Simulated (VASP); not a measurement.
Input of a VASP 6.6.1 run:

The input INCAR:

```
PREC = Accurate ; ENCUT = 520
EDIFF = 1E-7 ; ISMEAR = 0
SIGMA = 0.1 ; LREAL = F
LASPH = T ; NELM = 100
ALGO = Fast ; ISIF = 2
LWAVE = F ; LCHARG = T
GGA = PS ; LELF = T
LVHAR = T ; NBANDS = 18
```

File KPOINTS:

```
Automatic mesh
0
Gamma
  16 16 16
```

File POSCAR:

```
Au
1.0
    3.1124609168      0.0000000000      0.0000000000
    0.0000000000      3.1124609168      0.0000000000
    0.0000000000      0.0000000000      3.3199583113
Au
2
Direct
    0.0000000000      0.0000000000      0.0000000000
    0.5000000000      0.5000000000      0.5000000000
```

Potentials or basis: VASP PAW PBE potentials, release 64 (Au).

Run with:

```sh
$ cat potpaw_PBE.64/Au/POTCAR > POTCAR
$ mpirun -np 1 vasp_std > vasp.out
```

(1) What does it give for the pressure?

(2) Predict the band gap on the k mesh.

Answers

(1) 11.8 GPa.

(2) zero (band 11 reaches 13.82 eV, above the bottom of band 12 at 7.72 eV).

Caveat: the cell differs from its parent crystal (biaxial strain in the a-b plane: -4.0 %); the PAW data sets were made with another functional, which shifts forces and pressure a little; spin-orbit coupling is left out, which moves the levels of the heavy elements.
